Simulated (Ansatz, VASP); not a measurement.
**FeNi2: VASP beside Ansatz**

INCAR

```
PREC = Accurate
ENCUT = 520
EDIFF = 1E-6
ISMEAR = -1
SIGMA = 0.05
LREAL = F
LASPH = T
NELM = 150
ALGO = Normal
ISIF = 2
LWAVE = F
LCHARG = F
ISPIN = 2
MAGMOM = 1 1 1 1 3 3
LORBIT = 11
LMAXMIX = 4
GGA = PE
NBANDS = 41
```

The input KPOINTS:

```
regular mesh
0
Gamma
  7 7 7
```

POSCAR

```
FeNi2
1.0
    0.0000000000      3.2750790000      3.2750790000
    3.2750790000      0.0000000000      3.2750790000
    3.2750790000      3.2750790000      0.0000000000
Ni Fe
4 2
Direct
    0.6250000000      0.6250000000      0.6250000000
    0.1250000000      0.6250000000      0.6250000000
    0.6250000000      0.1250000000      0.6250000000
    0.6250000000      0.6250000000      0.1250000000
    0.0000000000      0.0000000000      0.0000000000
    0.2500000000      0.2500000000      0.2500000000
```

input.yaml

```yaml
crystal:
  lattice:
    - [0.0, 3.275079, 3.275079]
    - [3.275079, 0.0, 3.275079]
    - [3.275079, 3.275079, 0.0]
  atoms:
    - { symbol: Ni, position: [0.625, 0.625, 0.625], spin: 1.0 }
    - { symbol: Ni, position: [0.125, 0.625, 0.625], spin: 1.0 }
    - { symbol: Ni, position: [0.625, 0.125, 0.625], spin: 1.0 }
    - { symbol: Ni, position: [0.625, 0.625, 0.125], spin: 1.0 }
    - { symbol: Fe, position: [0.0, 0.0, 0.0], spin: 3.0 }
    - { symbol: Fe, position: [0.25, 0.25, 0.25], spin: 3.0 }
hamiltonian:
  xc: pbe
  pseudopotentials: { kind: paw }
magnetization:
  spin_polarized: true
kpoints:
  mp_grid: { grid: [7, 7, 7] }
scf:
  occupations: { method: fermi_dirac, width: 0.05 }
output:
  forces: true
  stress: true
  eigenvalues: true
```

Alike in both runs: task single point; functional PBE; k mesh 7 × 7 × 7; occupations fermi-dirac, width 0.05 eV; collinear spin.

```csv
,VASP,Ansatz
version,VASP 6.6.1,Ansatz 0.2.0
potentials or method,"VASP PAW PBE potentials, release 64 (Ni, Fe)",Ansatz PAW
plane-wave cutoff (eV),520,420
valence electrons in the cell,56,104
```

Ansatz gave:

| Quantity | Value |
| --- | --- |
| gap on the k mesh at the Fermi level (eV) | none |
| pressure (GPa) | -0.1 |
| net moment per atom (μB) | 1.32 |
| size of the moment on the site where the two differ most (μB) | 0.60 |

Problem. Which values does VASP return?

Solution. gap on the k mesh at the Fermi level (eV): none; pressure (GPa): -0.1; net moment per atom (μB): 1.31; size of the moment on the site where the two differ most (μB): 0.53.

Site moments also hang on the region over which each program counts them. A gap of «none» marks a metal or a gap that the smearing closes. With one functional, cell and mesh, what is left measures potentials, basis and numerics. VASP's potentials hold 56 valence electrons a cell and Ansatz's 104, so a difference there can come from the potentials and not from the codes.
